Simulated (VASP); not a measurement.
# WS2 (Tungstenite): single point with revPBE+D3(BJ)

Crystal: WS2 (Tungstenite).

```xyz
6
Lattice="3.1349 0.0000 0.0000 -1.5675 2.7149 0.0000 0.0000 0.0000 11.7690" Properties=species:S:1:pos:R:3 pbc="T T T"
W     1.5675    0.9050    8.8267
W     0.0000    1.8100    2.9422
S     1.5675    0.9050    4.5204
S     0.0000    1.8100   10.4049
S     1.5675    0.9050    1.3641
S     0.0000    1.8100    7.2486
```

* Program: VASP 6.6.1
* Task: single point
* Functional: revPBE
* Dispersion: D3(BJ)
* Potentials or basis: VASP PAW PBE potentials, release 64 (W_sv, S)
* Cutoff: 520 eV
* k mesh: 10 × 10 × 3
* Occupations: fermi-dirac, width 0.05 eV
* Spin: no spin polarisation
* Dipole correction: no
* Further INCAR settings: ALGO = Normal; EDIFF = 1e-07; NBANDS = 35

```json
{
  "Pressure": "-0.1 GPa",
  "Largest force": "0.006 eV/Å",
  "Band gap on the k mesh": "0.82 eV, indirect (least direct gap 2.14 eV)",
  "Dispersion energy per atom": "-0.882 eV"
}
```

Forces in eV/Å, atoms in the order of the input:
```
W    0.000  0.000  0.000
W    0.000  0.000  0.000
S    0.000  0.000 -0.006
S    0.000  0.000 -0.006
S    0.000  0.000  0.006
S    0.000  0.000  0.006
```

Levels at points of the mesh, in eV from the valence-band top:
| k point | band 23 | band 24 | band 25 | band 26 | band 27 | band 28 | band 29 | band 30 |
| --- | --- | --- | --- | --- | --- | --- | --- | --- |
| (0.00, 0.00, 0.00) | -2.26 | -1.46 | -1.25 | 0.00 | 2.14 | 2.14 | 2.19 | 2.19 |
| (0.50, 0.00, 0.00) | -2.18 | -1.97 | -1.80 | -1.66 | 2.27 | 2.35 | 2.47 | 2.91 |

It took 62 s on 1 thread of Intel(R) Xeon(R) Platinum 8488C (Sapphire Rapids) (shared host), peak memory 0.26 GiB.

Caveat: the PAW data sets were made with another functional, which shifts forces and pressure a little; spin-orbit coupling is left out, which moves the levels of the heavy elements. A k mesh can miss the band edges.
